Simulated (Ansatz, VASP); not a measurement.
## Sb in VASP and in Ansatz

Contents of INCAR:

```
SYSTEM = Sb
  ALGO = Normal
  EDIFF = 1E-6
  ENCUT = 500
  GGA = PE
  GGA_COMPAT = .FALSE.
  ISIF = 2
  ISMEAR = 0
  LASPH = .TRUE.
  LCHARG = .FALSE.
  LREAL = .FALSE.
  LWAVE = .FALSE.
  NBANDS = 8
  NELM = 120
  PREC = Accurate
  SIGMA = 0.020999999999999998
```

Contents of KPOINTS:

```
k-points
0
G
  10 10 10
  0 0 0
```

Contents of POSCAR:

```
Sb
1.0
   -1.8713408863      1.8713408863      1.8713408863
    1.8713408863     -1.8713408863      1.8713408863
    1.8713408863      1.8713408863     -1.8713408863
Sb
1
Direct
    0.0000000000      0.0000000000      0.0000000000
```

input.yaml

```yaml
crystal:
  lattice:
    - [-1.8713408863, 1.8713408863, 1.8713408863]
    - [1.8713408863, -1.8713408863, 1.8713408863]
    - [1.8713408863, 1.8713408863, -1.8713408863]
  atoms:
    - { symbol: Sb, position: [0.0, 0.0, 0.0] }
hamiltonian:
  xc: pbe
  pseudopotentials: { kind: paw }
kpoints:
  mp_grid: { grid: [10, 10, 10] }
scf:
  occupations: { method: gaussian, width: 0.021 }
output:
  forces: true
  stress: true
  eigenvalues: true
```

Alike in both runs: task single point; functional PBE; k mesh 10 × 10 × 10; occupations gaussian, width 0.021 eV; no spin polarisation.

|  | VASP | Ansatz |
| --- | --- | --- |
| version | VASP 6.6.1 | Ansatz 0.2.0 |
| potentials or method | VASP PAW PBE potentials, release 64 (Sb) | Ansatz PAW |
| plane-wave cutoff (eV) | 500 | 420 |
| valence electrons in the cell | 5 | 15 |

|  | VASP | Ansatz | Ansatz less VASP |
| --- | --- | --- | --- |
| gap on the k mesh at the Fermi level (eV) | none | none | - |
| pressure (GPa) | 3.0 | 3.1 | +0.12 |

A gap of «none» marks a metal or a gap that the smearing closes. VASP's potentials hold 5 valence electrons a cell and Ansatz's 15, so a difference there can come from the potentials and not from the codes.

Spin-orbit coupling is off throughout.
